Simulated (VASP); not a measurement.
Write the native input for VASP 6.6.1 that does the following.

| Item | Value |
| --- | --- |
| Task | relaxation of cell and atoms |
| Functional | BLYP |
| Dispersion | D4 |
| Potentials or basis | VASP PAW PBE potentials, release 64 (N, B) |
| Cutoff | 600 eV |
| k mesh | 12 × 12 × 6 |
| Occupations | fermi-dirac, width 0.05 eV |
| Spin | no spin polarisation |
| Dipole correction | no |
| Further INCAR settings | ALGO = Normal; EDIFF = 1e-06; IBRION = 2; EDIFFG = -0.01; NSW = 60; ISIF = 3 |

The structure of BN lies in POSCAR:

```
BN
1.0
    2.5539396017      0.0000000000      0.0000000000
   -1.2769698009      2.2117765748      0.0000000000
    0.0000000000      0.0000000000      4.2268550000
N B
2 2
Direct
    0.3333333333      0.6666666667      0.1252760000
    0.6666666667      0.3333333333      0.6252760000
    0.3333333333      0.6666666667      0.4997240000
    0.6666666667      0.3333333333      0.9997240000
```

One way to write it, as run:

INCAR

```
  AGGAC = 1.0
  AGGAX = 1.0
  ALDAC = 0.0
  ALDAX = 1.0
  ALGO = Normal
  EDIFF = 1E-6
  EDIFFG = -0.01
  ENCUT = 600
  GGA = B5
  IBRION = 2
  ISIF = 3
  ISMEAR = -1
  IVDW = 13
  LASPH = T
  LCHARG = F
  LREAL = F
  LWAVE = F
  NELM = 100
  NSW = 60
  PREC = Accurate
  SIGMA = 0.05
  VDW_A1 = 0.44488865
  VDW_A2 = 4.0933009
  VDW_S6 = 1.0
  VDW_S8 = 2.34076671
```

KPOINTS

```
k-points
0
Gamma
  12 12 6
```

Potentials or basis: VASP PAW PBE potentials, release 64 (N, B).

Command:

```sh
$ cat potpaw_PBE.64/N/POTCAR potpaw_PBE.64/B/POTCAR > POTCAR
$ mpirun -np 1 vasp_std > vasp.out
```

It gave:

```json
{
 "Relaxed volume": "5.89 Å³/atom",
 "Relaxed cell": "a = 2.543 Å, b = 2.543 Å, c = 4.206 Å, α = 90.00°, β = 90.00°, γ = 120.00°",
 "Space group after relaxing (to 0.05 Å)": "P6_3mc (No. 186)",
 "Energy gained by relaxing": "1.2 meV/atom",
 "Ionic steps": "6",
 "Pressure after relaxing": "0.1 GPa",
 "Band gap on the k mesh": "5.59 eV, indirect (least direct gap 8.48 eV)",
 "Dispersion energy per atom": "-0.466 eV"
}
```

Caveat: the PAW data sets were made with another functional, which shifts forces and pressure a little.

Wall time 3.9 min on 1 thread of AMD EPYC 7R13, with other jobs on the host, peak memory 0.12 GiB.
